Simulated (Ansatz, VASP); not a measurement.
## Two plane-wave programs on SnBi2O5

```
CELL_PARAMETERS angstrom
-2.79755 2.79755 5.01197
2.79755 -2.79755 5.01197
2.79755 2.79755 -5.01197
ATOMIC_POSITIONS crystal
Sn 0.03239 0.03239 0.00000
Bi 0.83934 0.33934 0.50000
Bi 0.33934 0.83934 0.50000
O 0.70886 0.18448 0.00000
O 0.18448 0.18448 0.47562
O 0.70886 0.70886 0.52438
O 0.18448 0.70886 0.00000
O 0.22525 0.22525 0.00000
```

Change from the starting cell: species swapped into the Sr2H5Rh type (I4mm, No. 107).

Alike in both runs: functional PBE; k mesh 3 × 3 × 3; occupations gaussian, width 0.15 eV; no spin polarisation.

Ansatz relaxed the structure, and its values are those at the end. VASP's run is a single point on that final structure, the one shown.

```csv
,VASP,Ansatz
version,VASP 6.6.1,Ansatz 0.2.0
potentials or method,"VASP PAW PBE potentials, release 64 (Sn_d, Bi_d, O), cutoff 520 eV","scalar-relativistic, plane waves, PAW"
valence electrons in the cell,74,74
```

```csv
,VASP,Ansatz,Ansatz less VASP
gap on the k mesh at the Fermi level (eV),1.83,1.85,+0.017
least direct gap on the mesh (eV),1.84,1.85,+0.017
pressure (GPa),0.4,0.1,-0.25
rms of the force components (eV/Å),0.028,0.006,-0.0218
```

The functional is the same, so the differences come from potentials, cutoffs and numerics.

The k mesh is coarse, so the values compare programs but aren't converged. Neither program's run includes spin-orbit coupling.
